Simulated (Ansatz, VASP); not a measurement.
## LiH3C3N3ClO3 in VASP and in Ansatz

```
Li H C N Cl O
1.0
     3.85395    2.22508    3.14943
    -3.85395    2.22508    3.14943
     0.00000   -4.45016    3.14943
Li H C N Cl O
1 3 3 3 1 3
Cartesian
  0.0000 0.0000 8.4426
  -1.7899 1.0334 5.9046
  0.0000 -2.0668 5.9046
  1.7899 1.0334 5.9046
  0.0000 -1.4071 2.7249
  1.2186 0.7036 2.7249
  -1.2186 0.7036 2.7249
  1.1608 -0.6702 2.7248
  0.0000 1.3403 2.7248
  -1.1608 -0.6702 2.7248
  0.0000 0.0000 6.0662
  0.0000 -2.6354 2.7298
  2.2823 1.3177 2.7298
  -2.2823 1.3177 2.7298
```

Alike in both runs: functional PBE; k mesh 5 × 5 × 5; occupations fermi-dirac, width 0.02 eV; no spin polarisation.

Ansatz relaxed the structure, and its values are those at the end. VASP's run is a single point on that final structure, the one shown.

|  | VASP | Ansatz |
| --- | --- | --- |
| version | VASP 6.6.1 | Ansatz 0.2.0 |
| potentials or method | VASP PAW PBE potentials, release 64 (Li_sv, H_h, C_h, N_h, Cl, O_h) | plane-wave PAW, scalar-relativistic |
| plane-wave cutoff (eV) | 1340 | 420 |
| valence electrons in the cell | 58 | 58 |

```tsv
	VASP	Ansatz	Ansatz less VASP
gap on the k mesh at the Fermi level (eV)	4.71	4.70	-0.005
pressure (GPa)	1.4	1.6	+0.20
```

Ansatz's warnings: stress scf threshold loose.
